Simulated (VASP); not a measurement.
# NaMoH4 (P6/mmm) in VASP: further runs

The runs below take NaMoH4 through single point, relaxation of cell and atoms, with PBE.

All numbers are computed with VASP 6.6.1; they aren't measurements. Logs are shortened: lines on timing, memory, paths and dates and some standing lists are left out, and cuts for length are marked.

## (1) The cell of the first run

Symmetry: P6/mmm, No. 191, hexagonal system. The conventional cell has a = 3.019 Å, b = 3.019 Å, c = 6.361 Å, α = 90.00°, β = 90.00°, γ = 120.00°. Within 3.7 Å of Na (site symmetry 6/mmm) lie 12 H at 2.77 Å and 6 Na at 3.02 Å and 2 Mo at 3.18 Å. H (site symmetry 3m) has 4 H at 1.74 to 2.05 Å and 3 Mo at 2.02 Å within 2.3 Å. Within 2.7 Å of Mo (site symmetry 6/mmm) lie 12 H at 2.02 Å.

## (2) Single point, PBE

INCAR

```
PREC = Accurate
ENCUT = 520
EDIFF = 1E-6
ISMEAR = 0
SIGMA = 0.1
LREAL = F
LASPH = T
NELM = 80
ALGO = Normal
ISIF = 2
LWAVE = F
LCHARG = T
GGA = PE
LELF = T
LVHAR = T
NBANDS = 22
```

KPOINTS

```
Automatic mesh
0
Gamma
  15 15 6
```

POSCAR

```
NaMoH4
1.0
    3.0193527956      0.0000000000      0.0000000000
   -1.5096763978      2.6148362240      0.0000000000
    0.0000000000      0.0000000000      6.3606016024
Na H Mo
1 4 1
Direct
    0.0000000000      0.0000000000      0.0000000000
    0.3333333333      0.6666666667      0.3389249162
    0.3333333333      0.6666666667      0.6610750838
    0.6666666667      0.3333333333      0.3389249162
    0.6666666667      0.3333333333      0.6610750838
    0.0000000000      0.0000000000      0.5000000000
```

Potentials or basis: VASP PAW PBE potentials, release 64 (Na_pv, H, Mo_sv).

Command:

```sh
> cat potpaw_PBE.64/Na_pv/POTCAR potpaw_PBE.64/H/POTCAR potpaw_PBE.64/Mo_sv/POTCAR > POTCAR
> mpirun -np 1 vasp_std > vasp.out
```

OUTCAR:

```text
PREC = Accurate
   ENCUT = 520
   EDIFF = 1E-6
   ISMEAR = 0
   LREAL = F
   LASPH = T
   NELM = 80
   ISIF = 2
   GGA = PE

 ion  position               nearest neighbor table
   1  0.000  0.000  0.000-
   2  0.333  0.667  0.339-   6 2.02   6 2.02   6 2.02
   3  0.333  0.667  0.661-   6 2.02   6 2.02   6 2.02
   4  0.667  0.333  0.339-   6 2.02   6 2.02   6 2.02
   5  0.667  0.333  0.661-   6 2.02   6 2.02   6 2.02
   6  0.000  0.000  0.500-   2 2.02   3 2.02   4 2.02   5 2.02   4 2.02   5 2.02   2 2.02   3 2.02
                             4 2.02   5 2.02   2 2.02   3 2.02

  LATTYP: Found a hexagonal cell.
 ALAT       =     3.0193527956
 C/A-ratio  =     2.1066109306

  Lattice vectors:

 A1 = (   3.0193527956,   0.0000000000,   0.0000000000)
 A2 = (  -1.5096763978,   2.6148362240,   0.0000000000)
 A3 = (   0.0000000000,   0.0000000000,   6.3606016024)

Analysis of symmetry for initial positions (statically):
=====================================================================
 Subroutine PRICEL returns:
 Original cell was already a primitive cell.

 Routine SETGRP: Setting up the symmetry group for a
 hexagonal supercell.

 Subroutine GETGRP returns: Found 24 space group operations
 (whereof 24 operations were pure point group operations)
 out of a pool of 24 trial point group operations.

The static configuration has the point symmetry D_6h.

Analysis of symmetry for dynamics (positions and initial velocities):
=====================================================================
 Subroutine PRICEL returns:
 Original cell was already a primitive cell.

 Routine SETGRP: Setting up the symmetry group for a
 hexagonal supercell.

 Subroutine GETGRP returns: Found 24 space group operations
 (whereof 24 operations were pure point group operations)
 out of a pool of 24 trial point group operations.

The dynamic configuration has the point symmetry D_6h.

 Subroutine INISYM returns: Found 24 space group operations
 (whereof 24 operations are pure point group operations),
 and found     1 'primitive' translations

----------------------------------------------------------------------------------------

                                     Primitive cell

  volume of cell :      50.2177

  direct lattice vectors                    reciprocal lattice vectors
     3.019352796  0.000000000  0.000000000     0.331196805  0.191216565  0.000000000
    -1.509676398  2.614836224  0.000000000     0.000000000  0.382433129  0.000000000
     0.000000000  0.000000000  6.360601602     0.000000000  0.000000000  0.157217833

  length of vectors
     3.019352796  3.019352796  6.360601602     0.382433129  0.382433129  0.157217833

  position of ions in fractional coordinates (direct lattice)
     0.000000000  0.000000000  0.000000000
     0.333333333  0.666666667  0.338924916
     0.333333333  0.666666667  0.661075084
     0.666666667  0.333333333  0.338924916
     0.666666667  0.333333333  0.661075084
     0.000000000  0.000000000  0.500000000

  ion indices of the primitive-cell ions
   primitive index   ion index
                 1           1
                 2           2
                 3           3
                 4           4
                 5           5
                 6           6

----------------------------------------------------------------------------------------

 KPOINTS: Automatic mesh

Automatic generation of k-mesh.
 Grid dimensions read from file:
 generate k-points for:   15   15    6

 Generating k-lattice:

  Cartesian coordinates                     Fractional coordinates (reciprocal lattice)
     0.022079787  0.012747771  0.000000000     0.066666667 -0.000000000  0.000000000
     0.000000000  0.025495542  0.000000000     0.000000000  0.066666667  0.000000000
     0.000000000  0.000000000  0.026202972     0.000000000  0.000000000  0.166666667

  Length of vectors
     0.025495542  0.025495542  0.026202972

  Shift w.r.t. Gamma in fractional coordinates (k-lattice)
     0.000000000  0.000000000  0.000000000

 Subroutine IBZKPT returns following result:
 ===========================================

 Found    108 irreducible k-points:

 Following reciprocal coordinates:
            Coordinates               Weight
  0.000000  0.000000  0.000000      1.000000
  0.066667 -0.000000  0.000000      6.000000
  0.133333  0.000000  0.000000      6.000000
  0.200000  0.000000  0.000000      6.000000
  0.266667  0.000000  0.000000      6.000000
  0.333333  0.000000  0.000000      6.000000
[... 16 lines left out ...]
  0.333333  0.200000  0.000000     12.000000
  0.400000  0.200000  0.000000      6.000000
 [... further k-points ...]
   k-points           NKPTS =    108   k-points in BZ     NKDIM =    108   number of bands    NBANDS=     22
   number of dos      NEDOS =    301   number of ions     NIONS =      6
   total plane-waves  NPLWV =  27648
   dimension x,y,z NGX =    24 NGY =   24 NGZ =   48
   dimension x,y,z NGXF=    48 NGYF=   48 NGZF=   96
   ions per type =               1   4   1
   NGX,Y,Z   is equivalent  to a cutoff of  13.21, 13.21, 12.55 a.u.
   NGXF,Y,Z  is equivalent  to a cutoff of  26.43, 26.43, 25.09 a.u.
 SYSTEM =  unknown system
   PREC   = accura    normal or accurate (medium, high low for compatibility)
   ISTART =      0    job   : 0-new  1-cont  2-samecut
   ICHARG =      2    charge: 1-file 2-atom 10-const
   ISPIN  =      1    spin polarized calculation?
   LNONCOLLINEAR =      F non collinear calculations
   LSORBIT =      F    spin-orbit coupling
   LASPH  =      T    aspherical Exc in radial PAW
   ENCUT  =  520.0 eV  38.22 Ry    6.18 a.u.   5.61  5.61 11.83*2*pi/ulx,y,z
   NELM   =     80;   NELMIN=  2; NELMDL= -5     # of ELM steps
   EDIFF  = 0.1E-05   stopping-criterion for ELM
   LREAL  =      F    real-space projection
   EDIFFG = 0.1E-04   stopping-criterion for IOM
   NSW    =      0    number of steps for IOM
   IBRION =     -1    ionic relax: 0-MD 1-quasi-New 2-CG
   NFREE  =      0    steps in history (QN), initial steepest desc. (CG)
   ISIF   =      2    stress and relaxation
   ISYM   =      2    0-nonsym 1-usesym 2-fastsym
   POTIM  = 0.5000    time-step for ionic-motion
   TEBEG  =    0.0;   TEEND  =   0.0 temperature during run
   PSTRESS=    0.0 pullay stress
   NELECT =      25.0000    total number of electrons
   NUPDOWN=      -1.0000    fix difference up-down
   EMIN   =  10.00;   EMAX   =-10.00  energy-range for DOS
   EFERMI =   0.00;   METHOD = LEGACY
   ISMEAR =     0;   SIGMA  =   0.10  broadening in eV -4-tet -1-fermi 0-gaus
   EFERMI_NEDOS =   21; number of points for ismear=-14 and -15
   IALGO  =     38    algorithm
   IMIX   =      4    mixing-type and parameters
     AMIX     =   0.40;   BMIX     =  1.00
     AMIX_MAG =   1.60;   BMIX_MAG =  1.00
  volume/ion in A,a.u.               =       8.37        56.48
  Fermi-wavevector in a.u.,A,eV,Ry     =   1.297486  2.451893 22.904996  1.683470
  Thomas-Fermi vector in A             =   2.428875
   LORBIT       =      0    0 simple, 1 ext, 2 COOP (PROOUT), +10 PAW based schemes
   GGA     = PE    functional components
   LHFCALC =     F    Hartree Fock is set to
   AEXX    =    0.0000 exact exchange contribution
   IVDW    =     0    specifies the selected vdW correction
   LEPSILON=     F    determine dielectric tensor
   LRPA    =     F    only Hartree local field effects (RPA)
 non-spin polarized calculation
 Gauss-broadening in eV      SIGMA  =   0.10
  energy-cutoff  :      520.00
  volume of cell :       50.22
 maximum number of plane-waves:      1374
 NGX is ok and might be reduce to    24
   NGX = 11   NGY = 11   NGZ = 23

 number of electron      24.9999997 magnetization

 Free energy of the ion-electron system (eV)
  ---------------------------------------------------
  ext. energy  EPLUGINS =         0.00000000
  ---------------------------------------------------
  free energy    TOTEN  =       -23.92072018 eV

  energy without entropy =      -23.91068057  energy(sigma->0) =      -23.91570037

 E-fermi :   5.9028     XC(G=0): -10.2765

 val. band max:        5.8879362430   @ k =   0.1333   0.0667   0.3333
 cond. band min:       5.9038346359   @ k =   0.4000   0.0667   0.5000
 fundamental gap:      0.0158983929
 Fermi energy:         5.9028343925

 k-point     1 :       0.0000    0.0000    0.0000
  band No.  band energies     occupation
      1     -55.5631      2.00000
      2     -29.5187      2.00000
      3     -29.5187      2.00000
      4     -29.4586      2.00000
      5     -19.3827      2.00000
      6     -19.3827      2.00000
[... 14 lines left out ...]
     21      20.1329      0.00000
     22      20.5498      0.00000

 k-point     2 :       0.0667   -0.0000    0.0000
  band No.  band energies     occupation
      1     -55.5598      2.00000
      2     -29.5471      2.00000
      3     -29.5249      2.00000
      4     -29.4535      2.00000
      5     -19.3919      2.00000
      6     -19.3847      2.00000
[... 14 lines left out ...]
     21      19.8598      0.00000
     22      20.1938      0.00000

 k-point     3 :       0.1333    0.0000    0.0000
  band No.  band energies     occupation
      1     -55.5505      2.00000
      2     -29.6267      2.00000
      3     -29.5422      2.00000
      4     -29.4392      2.00000
      5     -19.4180      2.00000
      6     -19.3904      2.00000
[... 14 lines left out ...]
     21      18.8555      0.00000
     22      19.1637      0.00000
[... 476 lines left out ...]
 k-point    23 :       0.3333    0.2000    0.0000
  band No.  band energies     occupation
      1     -55.4833      2.00000
      2     -30.0601      2.00000
      3     -29.7855      2.00000
      4     -29.3354      2.00000
      5     -19.5618      2.00000
      6     -19.4700      2.00000
[... 14 lines left out ...]
     21      16.2203      0.00000
     22      16.6450      0.00000

 k-point    24 :       0.4000    0.2000    0.0000
  band No.  band energies     occupation
      1     -55.4806      2.00000
      2     -30.0720      2.00000
      3     -29.8000      2.00000
      4     -29.3313      2.00000
      5     -19.5658      2.00000
      6     -19.4748      2.00000
[... 14 lines left out ...]
     21      16.5286      0.00000
     22      16.8693      0.00000

 [... further k-points ...]
[... 5 lines left out ...]
  --------------------------------------------------------------------------------------
  -------------------------------------------------------------------------------------
  Total       -0.0033038     -0.0033038      0.0073081      0.0000000      0.0000000     -0.0000000
  in kB       -0.1054081     -0.1054081      0.2331612      0.0000000      0.0000000     -0.0000000
  external PRESSURE =       0.0074483 kB  Pullay stress =       0.0000000 kB

 VOLUME and BASIS-vectors are now :
 -----------------------------------------------------------------------------
  energy-cutoff  :      520.00
  volume of cell :       50.22
      direct lattice vectors                 reciprocal lattice vectors
     3.019352796  0.000000000  0.000000000     0.331196805  0.191216565  0.000000000
    -1.509676398  2.614836224  0.000000000     0.000000000  0.382433129  0.000000000
     0.000000000  0.000000000  6.360601602     0.000000000  0.000000000  0.157217833

 POSITION                                       TOTAL-FORCE (eV/Angst)
 -----------------------------------------------------------------------------------
      0.00000      0.00000      0.00000        -0.000000      0.000000      0.000000
     -0.00000      1.74322      2.15577        -0.000000     -0.000000     -0.004290
     -0.00000      1.74322      4.20484         0.000000     -0.000000      0.004290
      1.50968      0.87161      2.15577         0.000000      0.000000     -0.004290
      1.50968      0.87161      4.20484        -0.000000      0.000000      0.004290
      0.00000      0.00000      3.18030        -0.000000      0.000000      0.000000
 -----------------------------------------------------------------------------------
    total drift:                                0.000000      0.000000      0.000000

  FREE ENERGIE OF THE ION-ELECTRON SYSTEM (eV)
  ---------------------------------------------------
  free  energy   TOTEN  =       -23.9207201751 eV

  energy  without entropy=      -23.9106805719  energy(sigma->0) =      -23.91570037
```

It took 31 s on 1 thread of Intel Xeon 6975P-C (Granite Rapids), shared host; peak memory 0.25 GiB.

What came out:

```
Free energy   : -23.9207 eV
Pressure      : 0.0 GPa
Largest force : 0.004 eV/Å
```

Forces in eV/Å, atoms in the order of the input:
```
Na   0.000  0.000  0.000
H    0.000  0.000 -0.004
H    0.000  0.000  0.004
H    0.000  0.000 -0.004
H    0.000  0.000  0.004
Mo   0.000  0.000  0.000
```

## (3) Relaxation of cell and atoms, PBE

This run uses another cell than the first one, of 8.26 Å³/atom, 0.987 times its volume.

INCAR

```
PREC = Accurate
ENCUT = 600
EDIFF = 1E-6
ISMEAR = 0
SIGMA = 0.1
LREAL = F
LASPH = T
NELM = 80
ALGO = Normal
ISIF = 3
LWAVE = F
LCHARG = F
GGA = PE
IBRION = 2
NSW = 100
EDIFFG = -0.01
```

KPOINTS is that of step 2.

POSCAR

```
NaMoH4
1.0
    3.0112590675      0.0000000000      0.0000000000
   -1.5056295338      2.6078268498      0.0000000000
    0.0000000000      0.0000000000      6.3102537824
Na H Mo
1 4 1
Direct
    0.0000000000      0.0000000000      0.0000000000
    0.3333333333      0.6666666667      0.3349583600
    0.3333333333      0.6666666667      0.6650416400
    0.6666666667      0.3333333333      0.3349583600
    0.6666666667      0.3333333333      0.6650416400
    0.0000000000      0.0000000000      0.5000000000
```

Potentials or basis: VASP PAW PBE potentials, release 64 (Na_pv, H, Mo_sv).

Command:

```sh
> cat potpaw_PBE.64/Na_pv/POTCAR potpaw_PBE.64/H/POTCAR potpaw_PBE.64/Mo_sv/POTCAR > POTCAR
> mpirun -np 1 vasp_std > vasp.out
```

Wall time 86 s (1 thread of Intel Xeon 6975P-C (Granite Rapids), shared host); peak memory 0.26 GiB.

The run converged. Its results:

```yaml
Free_energy: -23.9219 eV
Relaxed_volume: 8.30 Å³/atom
Relaxed_cell: a = 3.024 Å, b = 3.024 Å, c = 6.290 Å, α = 90.00°, β = 90.00°, γ = 120.00°
Space_group_after_relaxing_to_0.05_Å: P6/mmm (No. 191)
Energy_gained_by_relaxing: 0.5 meV/atom
Ionic_steps: 6
Pressure_after_relaxing: 0.1 GPa
Largest_force_after_relaxing: 0.008 eV/Å
```

Forces in eV/Å, atoms in the order of the input:
```
Na   0.000  0.000  0.000
H    0.000  0.000  0.008
H    0.000  0.000 -0.008
H    0.000  0.000  0.008
H    0.000  0.000 -0.008
Mo   0.000  0.000  0.000
```

Stress tensor (GPa, compression positive):
```
0.01 0.00 0.00
0.00 0.01 0.00
0.00 0.00 0.19
```

Step by step:
```csv
step,energy change (eV),largest force (eV/Å),pressure (GPa),volume (Å³)
1,0.0000,0.0713,0.33,49.55
2,-0.0014,0.0584,0.10,49.68
3,-0.0027,0.0309,-0.33,49.94
4,-0.0031,0.0067,0.18,49.80
5,-0.0031,0.0084,0.07,49.81
6,-0.0031,0.0077,0.07,49.81
```

Final structure:
```cif
data_structure
_symmetry_space_group_name_H-M 'P 1'
_symmetry_Int_Tables_number 1
_cell_length_a 3.0239
_cell_length_b 3.0239
_cell_length_c 6.2900
_cell_angle_alpha 90.000
_cell_angle_beta 90.000
_cell_angle_gamma 120.000
_cell_volume 49.81
loop_
_atom_site_label
_atom_site_type_symbol
_atom_site_fract_x
_atom_site_fract_y
_atom_site_fract_z
_atom_site_occupancy
Na1 Na 0.00000 0.00000 0.00000 1
H1 H 0.33333 0.66667 0.33717 1
H2 H 0.33333 0.66667 0.66283 1
H3 H 0.66667 0.33333 0.33717 1
H4 H 0.66667 0.33333 0.66283 1
Mo1 Mo 0.00000 0.00000 0.50000 1
```

Levels at points of the mesh, in eV from the Fermi level:
```tsv
k point	band 8	band 9	band 10	band 11	band 12	band 13	band 14	band 15	band 16
(0.00, 0.00, 0.00)	-11.49	-7.74	-4.11	-1.99	-1.99	0.25	0.51	0.51	1.56
(0.00, 0.00, 0.50)	-11.39	-8.15	-3.18	-1.99	-1.99	-0.60	0.51	0.51	1.57
```
